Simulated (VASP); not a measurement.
Wanted: the native input for a VASP 6.6.1 run.

| Property | Result |
| --- | --- |
| Task | single point |
| Functional | r2SCAN |
| Potentials or basis | VASP PAW PBE potentials, release 64 (Pb_d) |
| Cutoff | 520 eV |
| k mesh | 11 × 11 × 11 |
| Occupations | fermi-dirac, width 0.1 eV |
| Spin | no spin polarisation |
| Dipole correction | no |
| Further INCAR settings | ALGO = Normal; EDIFF = 1e-06; NBANDS = 13 |

Crystal: Pb.

```xyz
1
Lattice="0.0000 2.4946 2.4946 2.4946 0.0000 2.4946 2.4946 2.4946 0.0000" Properties=species:S:1:pos:R:3 pbc="T T T"
Pb    0.0000    0.0000    0.0000
```

One way to write it, as run:

POSCAR

```
Pb
1.0
    0.0000000000      2.4946408835      2.4946408835
    2.4946408835      0.0000000000      2.4946408835
    2.4946408835      2.4946408835      0.0000000000
Pb
1
Direct
    0.0000000000      0.0000000000      0.0000000000
```

INCAR.step1

```
SYSTEM = Pb
  ALGO = Normal
  EDIFF = 1E-4
  ENCUT = 520
  GGA = PE
  ISMEAR = -1
  LASPH = .TRUE.
  LCHARG = .FALSE.
  LREAL = .FALSE.
  LWAVE = .TRUE.
  NBANDS = 13
  NELM = 100
  PREC = Accurate
  SIGMA = 0.1
```

INCAR.step2

```
SYSTEM = Pb
  ALGO = Normal
  EDIFF = 1E-6
  ENCUT = 520
  ISIF = 2
  ISMEAR = -1
  ISTART = 1
  LASPH = .TRUE.
  LCHARG = .FALSE.
  LMIXTAU = .TRUE.
  LREAL = .FALSE.
  LWAVE = .FALSE.
  METAGGA = R2SCAN
  NBANDS = 13
  NELM = 100
  PREC = Accurate
  SIGMA = 0.1
```

KPOINTS

```
k-points
0
G
  11 11 11
  0 0 0
```

Potentials or basis: VASP PAW PBE potentials, release 64 (Pb_d).

The run is started by

```bash
$ cat potpaw_PBE.64/Pb_d/POTCAR > POTCAR
$ cp INCAR.step1 INCAR
$ mpirun -np 1 vasp_std > vasp.out
$ cp INCAR.step2 INCAR
$ mpirun -np 1 vasp_std > vasp.out
```

Results of the run:

```
Pressure               : 0.0 GPa
Band gap on the k mesh : zero (band 7 reaches 14.50 eV, above the bottom of band 8 at 5.53 eV)
```

Caveat: the PAW data sets were made with another functional, which shifts forces and pressure a little; spin-orbit coupling is left out, which moves the levels of the heavy elements.

Run time: 64 s on 1 thread of Intel(R) Xeon(R) Platinum 8488C (Sapphire Rapids) (shared host), peak memory 0.17 GiB.
